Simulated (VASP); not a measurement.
Y2GeH2, 5 atoms in the cell. It takes space group P-3m1 (No. 164, trigonal). Conventional cell: a = 3.979 Å, b = 3.979 Å, c = 6.467 Å, α = 90.00°, β = 90.00°, γ = 120.00°. Within 3.0 Å of H (site symmetry 3m) lie 4 Y at 2.26 to 2.43 Å and 3 H at 2.72 Å. Within 3.0 Å of Y (site symmetry 3m) lie 4 H at 2.26 to 2.43 Å and 3 Ge at 2.86 Å. Within 3.8 Å of Ge (site symmetry -3m) lie 6 Y at 2.86 Å and 6 H at 3.40 Å. 

| Item | Value |
| --- | --- |
| Program | VASP 6.6.1 |
| Task | single point |
| Functional | r2SCAN |
| Potentials or basis | VASP PAW PBE potentials, release 64 (H, Y_sv, Ge_d) |
| Cutoff | 520 eV |
| k mesh | 5 × 5 × 3 |
| Occupations | fermi-dirac, width 0.1 eV |
| Spin | no spin polarisation |
| Dipole correction | no |
| Further INCAR settings | ALGO = Normal; EDIFF = 1e-06; NBANDS = 27 |

Potentials or basis: VASP PAW PBE potentials, release 64 (H, Y_sv, Ge_d).

Command:

```console
$ cat potpaw_PBE.64/H/POTCAR potpaw_PBE.64/Y_sv/POTCAR potpaw_PBE.64/Ge_d/POTCAR > POTCAR
$ cp INCAR.step1 INCAR
$ mpirun -np 1 vasp_std > vasp.out
$ cp INCAR.step2 INCAR
$ mpirun -np 1 vasp_std > vasp.out
```

Hardware: 1 thread of AMD EPYC 7R43 64-Core Processor (Zen 3), with other jobs on the host.

Q: How long does it take, and how much memory?

A: Wall time 120 s on 1 thread of AMD EPYC 7R43 64-Core Processor (Zen 3), with other jobs on the host, peak memory 0.19 GiB. Counts: k points 12.
